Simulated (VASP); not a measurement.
# Sn4Se (Im-3m) in VASP: notebook, part 2 of 2

VASP 6.6.1. The steps go on from the part before.

**3. Single point, PBE**

This run uses another cell than the first one, of 31.71 Å³/atom, 1.153 times its volume.

Input file INCAR:

```
SYSTEM = Sn4Se
ALGO = Normal
EDIFF = 1E-6
ENCUT = 520
GGA = PE
ISIF = 2
ISMEAR = 0
LASPH = .True.
LCHARG = .True.
LELF = .True.
LREAL = .False.
LVHAR = .True.
LWAVE = .False.
NBANDS = 39
NELM = 60
PREC = Accurate
SIGMA = 0.1
```

Input file KPOINTS:

```
k-points
0
Gamma
  4 4 4
  0 0 0
```

Input file POSCAR:

```
Sn4Se
1.0
   -3.4094360044      3.4094360044      3.4094360044
    3.4094360044     -3.4094360044      3.4094360044
    3.4094360044      3.4094360044     -3.4094360044
Sn Se
4 1
Direct
    0.0000000000      0.0000000000      0.5000000000
    0.0000000000      0.5000000000      0.0000000000
    0.5000000000      0.0000000000      0.0000000000
    0.5000000000      0.5000000000      0.5000000000
    0.0000000000      0.0000000000      0.0000000000
```

Potentials or basis: VASP PAW PBE potentials, release 64 (Sn_d, Se).

The run is started by

```bash
cat potpaw_PBE.64/Sn_d/POTCAR potpaw_PBE.64/Se/POTCAR > POTCAR
mpirun -np 1 vasp_std > vasp.out
```

OUTCAR:

```text
SYSTEM = Sn4Se
   EDIFF = 1E-6
   ENCUT = 520
   GGA = PE
   ISIF = 2
   ISMEAR = 0
   LASPH = .True.
   LREAL = .False.
   NELM = 60
   PREC = Accurate

 ion  position               nearest neighbor table
   1  0.000  0.000  0.500-   5 2.95   5 2.95   4 3.41   2 3.41   3 3.41   2 3.41   3 3.41   4 3.41

   2  0.000  0.500  0.000-   5 2.95   5 2.95   4 3.41   1 3.41   3 3.41   1 3.41   4 3.41   3 3.41

   3  0.500  0.000  0.000-   5 2.95   5 2.95   4 3.41   1 3.41   4 3.41   2 3.41   1 3.41   2 3.41

   4  0.500  0.500  0.500-   5 2.95   5 2.95   3 3.41   1 3.41   3 3.41   2 3.41   1 3.41   2 3.41

   5  0.000  0.000  0.000-   1 2.95   2 2.95   3 2.95   4 2.95   1 2.95   2 2.95   3 2.95   4 2.95

  LATTYP: Found a body centered cubic cell.
 ALAT       =     6.8188720088

  Lattice vectors:

 A1 = (  -3.4094360044,   3.4094360044,   3.4094360044)
 A2 = (   3.4094360044,  -3.4094360044,   3.4094360044)
 A3 = (   3.4094360044,   3.4094360044,  -3.4094360044)

Analysis of symmetry for initial positions (statically):
=====================================================================
[... 163 lines left out ...]

 val. band max:        5.4000433344   @ k =   0.2500   0.2500   0.0000
 cond. band min:       5.6945622832   @ k =  -0.2500   0.2500   0.2500
 fundamental gap:      0.2945189488
 Fermi energy:         5.4921444019

 k-point     1 :       0.0000    0.0000    0.0000
  band No.  band energies     occupation
      1     -16.0688      2.00000
      2     -16.0650      2.00000
      3     -16.0650      2.00000
      4     -15.9993      2.00000
      5     -15.9993      2.00000
      6     -15.9993      2.00000
[... 325 lines left out ...]
     38      10.9200      0.00000
     39      10.9200      0.00000

------------------------ aborting loop because EDIFF is reached ----------------------------------------

  FORCE on cell =-STRESS in cart. coord.  units (eV):
  Direction    XX          YY          ZZ          XY          YZ          ZX
  --------------------------------------------------------------------------------------
  -------------------------------------------------------------------------------------
  Total       -0.1082975     -0.1082975     -0.1082975     -0.0000000     -0.0000000     -0.0000000
  in kB       -1.0945146     -1.0945146     -1.0945146     -0.0000000     -0.0000000     -0.0000000
  external PRESSURE =      -1.0945146 kB  Pullay stress =       0.0000000 kB

 VOLUME and BASIS-vectors are now :
 -----------------------------------------------------------------------------
  energy-cutoff  :      520.00
  volume of cell :      158.53
      direct lattice vectors                 reciprocal lattice vectors
    -3.409436004  3.409436004  3.409436004     0.000000000  0.146651821  0.146651821
     3.409436004 -3.409436004  3.409436004     0.146651821  0.000000000  0.146651821
     3.409436004  3.409436004 -3.409436004     0.146651821  0.146651821  0.000000000

 POSITION                                       TOTAL-FORCE (eV/Angst)
 -----------------------------------------------------------------------------------
      1.70472      1.70472     -1.70472        -0.000000      0.000000     -0.000000
      1.70472     -1.70472      1.70472         0.000000      0.000000      0.000000
     -1.70472      1.70472      1.70472        -0.000000     -0.000000      0.000000
      1.70472      1.70472      1.70472        -0.000000     -0.000000     -0.000000
      0.00000      0.00000      0.00000         0.000000      0.000000     -0.000000
 -----------------------------------------------------------------------------------
    total drift:                                0.000000      0.000000     -0.000000

  FREE ENERGIE OF THE ION-ELECTRON SYSTEM (eV)
  ---------------------------------------------------
  free  energy   TOTEN  =       -18.0063697083 eV

  energy  without entropy=      -17.9937507550  energy(sigma->0) =      -18.00006023
```

stdout:

```text
POSCAR found type information on POSCAR SnSe
 POSCAR found :  2 types and       5 ions
 scaLAPACK will be used
 LDA part: xc-table for (Slater+PW92), standard interpolation
 POSCAR, INCAR and KPOINTS ok, starting setup
 FFT: planning ... GRIDC
 FFT: planning ... GRID_SOFT
 FFT: planning ... GRID
 WAVECAR not read
 entering main loop
```

It took 63 s on 1 thread of Intel Xeon Platinum 8259CL at 2.50GHz (Skylake/Cascade Lake), shared host; peak memory 0.32 GiB.

What came out:

* Free energy: -18.0064 eV
* Pressure: -0.1 GPa
* Band gap on the k mesh: zero (band 31 reaches 6.24 eV, above the bottom of band 32 at 4.90 eV)

Levels at points of the mesh, in eV from the Fermi level:
| k point | band 28 | band 29 | band 30 | band 31 | band 32 | band 33 | band 34 | band 35 |
| --- | --- | --- | --- | --- | --- | --- | --- | --- |
| (0.00, 0.00, 0.00) | -5.19 | -1.69 | -1.69 | -1.69 | 2.04 | 2.04 | 2.04 | 2.65 |
| (0.50, 0.00, 0.00) | -1.60 | -1.41 | -1.18 | -0.10 | 0.33 | 0.82 | 0.89 | 1.68 |
| (0.50, 0.50, 0.50) | -1.28 | -1.28 | -1.28 | -0.59 | -0.59 | -0.59 | -0.49 | 4.54 |

Caveat: spin-orbit coupling is left out, which moves the levels of the heavy elements.

**4. Single point, PBE**

This run uses another cell than the first one, of 31.50 Å³/atom, 1.146 times its volume.

Input file INCAR:

```
  PREC = Accurate
  ENCUT = 520
  EDIFF = 1E-6
  ISMEAR = 0
  SIGMA = 0.1
  LREAL = False
  LASPH = True
  NELM = 80
  ALGO = Normal
  ISIF = 2
  LWAVE = False
  LCHARG = False
  GGA = PE
  NBANDS = 39
```

Input file KPOINTS:

```
regular mesh
0
Gamma
  8 8 8
```

POSCAR: that of step 3 with these lines changed.

```diff
@@ -2,5 +2,5 @@
 1.0
-   -3.4094360044      3.4094360044      3.4094360044
-    3.4094360044     -3.4094360044      3.4094360044
-    3.4094360044      3.4094360044     -3.4094360044
+   -3.4021010913      3.4021010913      3.4021010913
+    3.4021010913     -3.4021010913      3.4021010913
+    3.4021010913      3.4021010913     -3.4021010913
 Sn Se
```

The run is started by

```bash
cat potpaw_PBE.64/Sn_d/POTCAR potpaw_PBE.64/Se/POTCAR > POTCAR
mpirun -np 1 vasp_std > vasp.out
```

Wall time 3.1 min (1 thread of Intel Xeon Platinum 8259CL at 2.50GHz (Skylake/Cascade Lake), shared host); peak memory 0.4 GiB.

It converged, with:

```
Free energy            : -18.0161 eV
Pressure               : 0.0 GPa
Band gap on the k mesh : zero (band 31 reaches 6.32 eV, above the bottom of band 32 at 4.93 eV)
```

Levels at points of the mesh, in eV from the Fermi level:
| k point | band 29 | band 30 | band 31 | band 32 | band 33 | band 34 |
| --- | --- | --- | --- | --- | --- | --- |
| (0.00, 0.00, 0.00) | -1.80 | -1.80 | -1.80 | 1.91 | 1.91 | 1.91 |
| (0.50, 0.00, 0.00) | -1.66 | -1.30 | -0.22 | 0.23 | 0.64 | 0.72 |
| (0.50, 0.50, 0.50) | -1.52 | -1.52 | -0.75 | -0.75 | -0.75 | -0.66 |

Caveat: spin-orbit coupling is left out, which moves the levels of the heavy elements.

**5. Summary**

```csv
cell,k mesh,gap on the mesh (eV),pressure (GPa)
"a = 5.631 Å, angles 109.5°, 5 atoms",4 × 4 × 4,none,7.8
"a = 5.905 Å, angles 109.5°, 5 atoms",4 × 4 × 4,none,-0.1
"a = 5.893 Å, angles 109.5°, 5 atoms",8 × 8 × 8,none,0.0
```

Alike in all rows: task single point; level PBE; potentials or basis VASP PAW PBE potentials, release 64 (Sn_d, Se); no spin polarisation; cutoff (eV) 520; smearing gaussian 0.1 eV.

Caveats: spin-orbit coupling is left out, which moves the levels of the heavy elements.

Absolute energies hang on the potentials; compare differences alone.
